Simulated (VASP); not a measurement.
# Au: single point with r2SCAN

Au:

```
Au
1.0
     0.00000    2.06152    2.06152
     2.06152    0.00000    2.06152
     2.06152    2.06152    0.00000
Au
1
Direct
  0.00000 0.00000 0.00000
```

| Quantity | Value |
| --- | --- |
| Program | VASP 6.6.1 |
| Task | single point |
| Functional | r2SCAN |
| Potentials or basis | VASP PAW PBE potentials, release 64 (Au) |
| Cutoff | 520 eV |
| k mesh | 13 × 13 × 13 |
| Occupations | methfessel-paxton, width 0.3 eV |
| Spin | no spin polarisation |

The pressure is 0.2 GPa.

Levels at points of the mesh, in eV from the Fermi level:
| k point | band 4 | band 5 | band 6 | band 7 | band 8 | band 9 |
| --- | --- | --- | --- | --- | --- | --- |
| (0.00, 0.00, 0.00) | -4.95 | -3.49 | -3.49 | 15.20 | 19.13 | 19.13 |

Wall time 100 s on 1 thread of AMD EPYC 7R13, with other jobs on the host, peak memory 0.12 GiB.

Caveat: the PAW data sets were made with another functional, which shifts forces and pressure a little; spin-orbit coupling is left out, which moves the levels of the heavy elements.
